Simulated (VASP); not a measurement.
# TaN (C2/m) in VASP: single point with PBEsol

Aim: the single point of TaN with PBEsol.

Everything below comes from runs of VASP 6.6.1. Logs are shortened: lines on timing, memory, paths and dates and some standing lists are left out, and cuts for length are marked.

### 1 The cell of the first run

The structure is monoclinic, space group C2/m (No. 12). The conventional cell has a = 4.375 Å, b = 4.375 Å, c = 4.375 Å, α = 90.00°, β = 90.00°, γ = 90.00°. Ta (site symmetry m) has 6 N at 2.17 to 2.25 Å and 12 Ta at 2.84 to 3.36 Å within 3.4 Å. N (site symmetry m) has 10 Ta at 2.17 to 3.63 Å and 12 N at 2.76 to 3.43 Å within 3.7 Å.

### 2 Single point, PBEsol (atoms displaced along several vibrational modes)

File INCAR:

```
SYSTEM = TaN
PREC     = Accurate       ! precision mode
ENCUT    = 520            ! plane-wave cutoff, eV
EDIFF    = 1E-6           ! SCF threshold, eV
ISMEAR   = 0              ! smearing method
SIGMA    = 0.15           ! smearing width, eV
LREAL    = .FALSE.        ! projectors in reciprocal space
LASPH    = .TRUE.         ! aspherical terms in the spheres
NELM     = 100            ! most SCF steps
ALGO     = Normal         ! electronic algorithm
ISIF     = 2              ! what is computed and relaxed
LWAVE    = .FALSE.        ! write WAVECAR
LCHARG   = .FALSE.        ! write CHGCAR
GGA      = PS             ! functional
NBANDS   = 24             ! bands
```

File KPOINTS:

```
regular mesh
0
G
  14 14 10
  0 0 0
```

File POSCAR:

```
TaN
1.0
    0.0000000000     -2.1874436362     -2.1874436362
    0.0000000000      2.1874436362     -2.1874436362
    4.3748872723      0.0000000000      0.0000000000
Ta N
2 2
Direct
    0.5355751853      0.4644248147     -0.0069550590
   -0.0355751853      0.0355751853      0.5069550590
    0.4609132786      0.5390867214      0.4850967589
    0.0390867214     -0.0390867214      0.0149032411
```

Potentials or basis: VASP PAW PBE potentials, release 64 (Ta_pv, N).

Launch:

```sh
cat potpaw_PBE.64/Ta_pv/POTCAR potpaw_PBE.64/N/POTCAR > POTCAR
mpirun -np 1 vasp_std > vasp.out
```

OUTCAR:

```text
SYSTEM = TaN
   PREC = Accurate
   ENCUT = 520
   EDIFF = 1E-6
   ISMEAR = 0
   LREAL = .FALSE.
   LASPH = .TRUE.
   NELM = 100
   ISIF = 2
   GGA = PS

 ion  position               nearest neighbor table
   1  0.536  0.464  0.993-   4 2.17   3 2.18   4 2.19   4 2.19   4 2.20   3 2.25   2 2.84   2 2.93
                             2 3.07   2 3.07   2 3.15   2 3.15   2 3.28   2 3.36
   2  0.964  0.036  0.507-   3 2.17   4 2.18   3 2.19   3 2.19   3 2.20   4 2.25   1 2.84   1 2.93
                             1 3.07   1 3.07   1 3.15   1 3.15   1 3.28   1 3.36
   3  0.461  0.539  0.485-   2 2.17   1 2.18   2 2.19   2 2.19   2 2.20   1 2.25
   4  0.039  0.961  0.015-   1 2.17   2 2.18   1 2.19   1 2.19   1 2.20   2 2.25

  LATTYP: Found a simple tetragonal cell.
 ALAT       =     3.0935124572
 C/A-ratio  =     1.4142135623

  Lattice vectors:

 A1 = (   0.0000000000,  -2.1874436362,  -2.1874436362)
 A2 = (   0.0000000000,   2.1874436362,  -2.1874436362)
 A3 = (   4.3748872723,   0.0000000000,   0.0000000000)

Analysis of symmetry for initial positions (statically):
=====================================================================
 Subroutine PRICEL returns:
 Original cell was already a primitive cell.

 Routine SETGRP: Setting up the symmetry group for a
 simple tetragonal supercell.

 Subroutine GETGRP returns: Found  4 space group operations
 (whereof  2 operations were pure point group operations)
 out of a pool of 16 trial point group operations.

The static configuration has the point symmetry C_1h.
 The point group associated with its full space group is C_2h.

Analysis of symmetry for dynamics (positions and initial velocities):
=====================================================================
 Subroutine PRICEL returns:
 Original cell was already a primitive cell.

 Routine SETGRP: Setting up the symmetry group for a
 simple tetragonal supercell.

 Subroutine GETGRP returns: Found  4 space group operations
 (whereof  2 operations were pure point group operations)
 out of a pool of 16 trial point group operations.

The dynamic configuration has the point symmetry C_1h.
 The point group associated with its full space group is C_2h.

 Subroutine INISYM returns: Found  4 space group operations
 (whereof  2 operations are pure point group operations),
 and found     1 'primitive' translations

----------------------------------------------------------------------------------------

                                     Primitive cell

  volume of cell :      41.8669

  direct lattice vectors                    reciprocal lattice vectors
     0.000000000 -2.187443636 -2.187443636     0.000000000 -0.228577318 -0.228577318
     0.000000000  2.187443636 -2.187443636     0.000000000  0.228577318 -0.228577318
     4.374887272  0.000000000  0.000000000     0.228577318  0.000000000  0.000000000

  length of vectors
     3.093512457  3.093512457  4.374887272     0.323257143  0.323257143  0.228577318

  position of ions in fractional coordinates (direct lattice)
     0.535575185  0.464424815  0.993044941
     0.964424815  0.035575185  0.506955059
     0.460913279  0.539086721  0.485096759
     0.039086721  0.960913279  0.014903241

  ion indices of the primitive-cell ions
   primitive index   ion index
                 1           1
                 2           2
                 3           3
                 4           4

----------------------------------------------------------------------------------------

 KPOINTS: regular mesh

Automatic generation of k-mesh.
 Grid dimensions read from file:
 generate k-points for:   14   14   10

 Generating k-lattice:

  Cartesian coordinates                     Fractional coordinates (reciprocal lattice)
     0.000000000 -0.016326951 -0.016326951     0.071428571  0.000000000  0.000000000
     0.000000000  0.016326951 -0.016326951     0.000000000  0.071428571  0.000000000
     0.022857732  0.000000000  0.000000000     0.000000000  0.000000000  0.100000000

  Length of vectors
     0.023089796  0.023089796  0.022857732

  Shift w.r.t. Gamma in fractional coordinates (k-lattice)
     0.000000000  0.000000000  0.000000000

 Subroutine IBZKPT returns following result:
 ===========================================

 Found    534 irreducible k-points:

 Following reciprocal coordinates:
            Coordinates               Weight
  0.000000  0.000000  0.000000      1.000000
  0.071429  0.000000  0.000000      4.000000
  0.142857  0.000000  0.000000      4.000000
  0.214286  0.000000  0.000000      4.000000
  0.285714  0.000000  0.000000      4.000000
  0.357143  0.000000  0.000000      4.000000
[... 16 lines left out ...]
 -0.142857  0.142857  0.000000      2.000000
  0.214286  0.142857  0.000000      4.000000
 [... further k-points ...]
   k-points           NKPTS =    534   k-points in BZ     NKDIM =    534   number of bands    NBANDS=     24
   number of dos      NEDOS =    301   number of ions     NIONS =      4
   total plane-waves  NPLWV =  20736
   dimension x,y,z NGX =    24 NGY =   24 NGZ =   36
   dimension x,y,z NGXF=    48 NGYF=   48 NGZF=   72
   ions per type =               2   2
   NGX,Y,Z   is equivalent  to a cutoff of  12.90, 12.90, 13.68 a.u.
   NGXF,Y,Z  is equivalent  to a cutoff of  25.80, 25.80, 27.36 a.u.
 SYSTEM =  TaN
   PREC   = accura    normal or accurate (medium, high low for compatibility)
   ISTART =      0    job   : 0-new  1-cont  2-samecut
   ICHARG =      2    charge: 1-file 2-atom 10-const
   ISPIN  =      1    spin polarized calculation?
   LNONCOLLINEAR =      F non collinear calculations
   LSORBIT =      F    spin-orbit coupling
   LASPH  =      T    aspherical Exc in radial PAW
   ENCUT  =  520.0 eV  38.22 Ry    6.18 a.u.   5.75  5.75  8.13*2*pi/ulx,y,z
   NELM   =    100;   NELMIN=  2; NELMDL= -5     # of ELM steps
   EDIFF  = 0.1E-05   stopping-criterion for ELM
   LREAL  =      F    real-space projection
   EDIFFG = 0.1E-04   stopping-criterion for IOM
   NSW    =      0    number of steps for IOM
   IBRION =     -1    ionic relax: 0-MD 1-quasi-New 2-CG
   NFREE  =      0    steps in history (QN), initial steepest desc. (CG)
   ISIF   =      2    stress and relaxation
   ISYM   =      2    0-nonsym 1-usesym 2-fastsym
   POTIM  = 0.5000    time-step for ionic-motion
   TEBEG  =    0.0;   TEEND  =   0.0 temperature during run
   PSTRESS=    0.0 pullay stress
   NELECT =      32.0000    total number of electrons
   NUPDOWN=      -1.0000    fix difference up-down
   EMIN   =  10.00;   EMAX   =-10.00  energy-range for DOS
   EFERMI =   0.00;   METHOD = LEGACY
   ISMEAR =     0;   SIGMA  =   0.15  broadening in eV -4-tet -1-fermi 0-gaus
   EFERMI_NEDOS =   21; number of points for ismear=-14 and -15
   IALGO  =     38    algorithm
   IMIX   =      4    mixing-type and parameters
     AMIX     =   0.40;   BMIX     =  1.00
     AMIX_MAG =   1.60;   BMIX_MAG =  1.00
  volume/ion in A,a.u.               =      10.47        70.63
  Fermi-wavevector in a.u.,A,eV,Ry     =   1.496814  2.828569 30.483219  2.240453
  Thomas-Fermi vector in A             =   2.608783
   LORBIT       =      0    0 simple, 1 ext, 2 COOP (PROOUT), +10 PAW based schemes
   GGA     = PS    functional components
   LHFCALC =     F    Hartree Fock is set to
   AEXX    =    0.0000 exact exchange contribution
   IVDW    =     0    specifies the selected vdW correction
   LEPSILON=     F    determine dielectric tensor
   LRPA    =     F    only Hartree local field effects (RPA)
 non-spin polarized calculation
 Gauss-broadening in eV      SIGMA  =   0.15
  energy-cutoff  :      520.00
  volume of cell :       41.87
 maximum number of plane-waves:      1176
   NGX = 11   NGY = 11   NGZ = 17

 number of electron      31.9999996 magnetization

 Free energy of the ion-electron system (eV)
  ---------------------------------------------------
  ext. energy  EPLUGINS =         0.00000000
  ---------------------------------------------------
  free energy    TOTEN  =       -46.48513059 eV

  energy without entropy =      -46.46950879  energy(sigma->0) =      -46.47731969

 E-fermi :   9.2245     XC(G=0): -13.6765

 val. band max:        9.2244949958   @ k =  -0.0714   0.1429   0.3000
 cond. band min:       9.2246474326   @ k =   0.2143   0.0714   0.0000
 fundamental gap:      0.0001524368
 Fermi energy:         9.2245107065

 k-point     1 :       0.0000    0.0000    0.0000
  band No.  band energies     occupation
      1     -26.9000      2.00000
      2     -26.4624      2.00000
      3     -26.4206      2.00000
      4     -26.2018      2.00000
      5     -26.1035      2.00000
      6     -26.0082      2.00000
[... 16 lines left out ...]
     23      12.4814      0.00000
     24      13.8753      0.00000

 k-point     2 :       0.0714    0.0000    0.0000
  band No.  band energies     occupation
      1     -26.8890      2.00000
      2     -26.4751      2.00000
      3     -26.4245      2.00000
      4     -26.2183      2.00000
      5     -26.1152      2.00000
      6     -26.0167      2.00000
[... 16 lines left out ...]
     23      12.4613      0.00000
     24      13.7167      0.00000

 k-point     3 :       0.1429    0.0000    0.0000
  band No.  band energies     occupation
      1     -26.8570      2.00000
      2     -26.5294      2.00000
      3     -26.4154      2.00000
      4     -26.2807      2.00000
      5     -26.1335      2.00000
      6     -26.0394      2.00000
[... 16 lines left out ...]
     23      12.7362      0.00000
     24      13.6152      0.00000

 k-point     4 :       0.2143    0.0000    0.0000
  band No.  band energies     occupation
      1     -26.8071      2.00000
      2     -26.6128      2.00000
      3     -26.4130      2.00000
      4     -26.3685      2.00000
      5     -26.1467      2.00000
      6     -26.0724      2.00000
[... 16 lines left out ...]
     23      13.4213      0.00000
     24      13.9380      0.00000

 k-point     5 :       0.2857    0.0000    0.0000
  band No.  band energies     occupation
      1     -26.7454      2.00000
      2     -26.7016      2.00000
      3     -26.5253      2.00000
      4     -26.3530      2.00000
      5     -26.1651      2.00000
      6     -26.1084      2.00000
[... 16 lines left out ...]
     23      14.2352      0.00000
     24      14.5146      0.00000

 k-point     6 :       0.3571    0.0000    0.0000
  band No.  band energies     occupation
      1     -26.7754      2.00000
      2     -26.6911      2.00000
      3     -26.6314      2.00000
      4     -26.3223      2.00000
      5     -26.2010      2.00000
      6     -26.1341      2.00000
[... 16 lines left out ...]
     23      15.2805      0.00000
     24      15.4834      0.00000
[... 379 lines left out ...]
 k-point    21 :       0.5000    0.0714    0.0000
  band No.  band energies     occupation
      1     -26.8305      2.00000
      2     -26.7764      2.00000
      3     -26.5817      2.00000
      4     -26.3051      2.00000
      5     -26.2643      2.00000
      6     -26.1718      2.00000
[... 16 lines left out ...]
     23      16.2511      0.00000
     24      16.3815      0.00000

 k-point    22 :       0.1429    0.1429    0.0000
  band No.  band energies     occupation
      1     -26.8182      2.00000
      2     -26.5154      2.00000
      3     -26.4868      2.00000
      4     -26.3626      2.00000
      5     -26.1597      2.00000
      6     -26.0624      2.00000
[... 16 lines left out ...]
     23      13.7096      0.00000
     24      14.0713      0.00000

 k-point    23 :      -0.1429    0.1429    0.0000
  band No.  band energies     occupation
      1     -26.8153      2.00000
      2     -26.5602      2.00000
      3     -26.4515      2.00000
      4     -26.2537      2.00000
      5     -26.2525      2.00000
      6     -26.0735      2.00000
[... 16 lines left out ...]
     23      13.2698      0.00000
     24      14.2147      0.00000

 k-point    24 :       0.2143    0.1429    0.0000
  band No.  band energies     occupation
      1     -26.7723      2.00000
      2     -26.5952      2.00000
      3     -26.4661      2.00000
      4     -26.4512      2.00000
      5     -26.1838      2.00000
      6     -26.0925      2.00000
[... 16 lines left out ...]
     23      13.6593      0.00000
     24      14.6833      0.00000

 [... further k-points ...]
[... 5 lines left out ...]
  --------------------------------------------------------------------------------------
  -------------------------------------------------------------------------------------
  Total       -0.4118666      2.5451674     -1.0043312     -0.2274542      0.0000000      0.0000000
  in kB      -15.7614648     97.3994104    -38.4341176     -8.7043032      0.0000000      0.0000000
  external PRESSURE =      14.4012760 kB  Pullay stress =       0.0000000 kB

 VOLUME and BASIS-vectors are now :
 -----------------------------------------------------------------------------
  energy-cutoff  :      520.00
  volume of cell :       41.87
      direct lattice vectors                 reciprocal lattice vectors
     0.000000000 -2.187443636 -2.187443636     0.000000000 -0.228577318 -0.228577318
     0.000000000  2.187443636 -2.187443636     0.000000000  0.228577318 -0.228577318
     4.374887272  0.000000000  0.000000000     0.228577318  0.000000000  0.000000000

 POSITION                                       TOTAL-FORCE (eV/Angst)
 -----------------------------------------------------------------------------------
      4.34446     -0.15564     -2.18744        -0.804732      0.275904      0.000000
      2.21787     -2.03181     -2.18744         0.804732     -0.275904      0.000000
      2.12224      0.17100     -2.18744         0.143641     -0.370627      0.000000
      0.06520      2.01644     -2.18744        -0.143641      0.370627      0.000000
 -----------------------------------------------------------------------------------
    total drift:                                0.000000     -0.000000      0.000000

  FREE ENERGIE OF THE ION-ELECTRON SYSTEM (eV)
  ---------------------------------------------------
  free  energy   TOTEN  =       -46.4851305858 eV

  energy  without entropy=      -46.4695087904  energy(sigma->0) =      -46.47731969
```

Wall time 5.7 min (1 thread of Intel Xeon Platinum 8259CL at 2.50GHz (Skylake/Cascade Lake), shared host); peak memory 0.53 GiB.

What came out:

| Item | Value |
| --- | --- |
| Free energy | -46.4851 eV |
| Pressure | 1.4 GPa |
| Largest force | 0.851 eV/Å |
| Band gap on the k mesh | zero (bands 16 and 17 overlap by 3.19 eV) |

Forces on the atoms (eV/Å):
```
Ta  -0.805  0.276  0.000
Ta   0.805 -0.276  0.000
N    0.144 -0.371  0.000
N   -0.144  0.371  0.000
```

Stress tensor (GPa, compression positive):
```
-1.58 -0.87  0.00
-0.87  9.74  0.00
 0.00  0.00 -3.84
```

Levels at points of the mesh, in eV from the Fermi level:
| k point | band 13 | band 14 | band 15 | band 16 | band 17 | band 18 | band 19 | band 20 |
| --- | --- | --- | --- | --- | --- | --- | --- | --- |
| (0.00, 0.00, 0.00) | -3.64 | -3.39 | -3.39 | -2.05 | -1.57 | -1.49 | 0.29 | 0.96 |
| (0.50, 0.00, 0.00) | -6.73 | -5.29 | -1.05 | 0.34 | 1.25 | 1.63 | 2.35 | 2.99 |
| (0.50, 0.50, 0.00) | -4.62 | -4.29 | -4.23 | -3.26 | 2.69 | 2.94 | 3.80 | 3.99 |
| (0.00, 0.00, 0.50) | -4.32 | -4.10 | -4.06 | -3.91 | 0.55 | 0.97 | 1.57 | 1.70 |
| (0.50, 0.00, 0.50) | -7.16 | -7.07 | 1.58 | 1.62 | 1.98 | 2.16 | 2.30 | 2.38 |
| (0.50, 0.50, 0.50) | -6.12 | -5.86 | -0.91 | -0.63 | 0.25 | 0.79 | 3.93 | 3.97 |

Caveat: the cell differs from its parent crystal (atoms displaced along several vibrational modes); the stress differs along the axes, from -4 to 10 GPa; the PAW data sets were made with another functional, which shifts forces and pressure a little; spin-orbit coupling is left out, which moves the levels of the heavy elements.
